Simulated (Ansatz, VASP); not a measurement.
**One calculation of Zr, two programs**

File INCAR:

```
SYSTEM = Zr
PREC     = Accurate       ! precision mode
ENCUT    = 500            ! plane-wave cutoff, eV
EDIFF    = 1E-6           ! SCF threshold, eV
ISMEAR   = -1             ! smearing method
SIGMA    = 0.08           ! smearing width, eV
LREAL    = .False.        ! projectors in reciprocal space
LASPH    = .True.         ! aspherical terms in the spheres
NELM     = 120            ! most SCF steps
ALGO     = Normal         ! electronic algorithm
ISIF     = 2              ! what is computed and relaxed
LWAVE    = .False.        ! write WAVECAR
LCHARG   = .False.        ! write CHGCAR
GGA      = PS             ! functional
NBANDS   = 12             ! bands
GGA_COMPAT= .False.
```

KPOINTS

```
regular mesh
0
Gamma
  15 15 15
  0 0 0
```

POSCAR

```
Zr
1.0
   -1.6002628893      1.6002628893      1.6002628893
    1.6002628893     -1.6002628893      1.6002628893
    1.6002628893      1.6002628893     -1.6002628893
Zr
1
Direct
    0.0000000000      0.0000000000      0.0000000000
```

Input for Ansatz:

```yaml
crystal:
  lattice:
    - [-1.6002628893, 1.6002628893, 1.6002628893]
    - [1.6002628893, -1.6002628893, 1.6002628893]
    - [1.6002628893, 1.6002628893, -1.6002628893]
  atoms:
    - { symbol: Zr, position: [0.0, 0.0, 0.0] }
kpoints:
  mp_grid: { grid: [15, 15, 15] }
scf:
  occupations: { method: fermi_dirac, width: 0.08 }
hamiltonian:
  xc: pbesol
  pseudopotentials: { kind: paw }
output:
  forces: true
  stress: true
  eigenvalues: true
  populations: true
```

Change from the starting cell: volume scaled by 0.75, PAW files.

Alike in both runs: task single point; functional PBEsol; k mesh 15 × 15 × 15; occupations fermi-dirac, width 0.08 eV; no spin polarisation.

```csv
,VASP,Ansatz
version,VASP 6.6.1,Ansatz 0.2.0
potentials or method,"VASP PAW PBE potentials, release 64 (Zr_sv)","PAW with Ansatz's default frozen-core files, scalar-relativistic"
plane-wave cutoff (eV),500,420
valence electrons in the cell,12,12
```

Ansatz gave:

* pressure (GPa): 42.3

Task: What did VASP give for the same quantities?

Result: Pressure (GPa): 42.7.

VASP's potentials were made for PBE, not for PBEsol. Both programs put the cell under a high pressure, so it lies far from rest at this level.
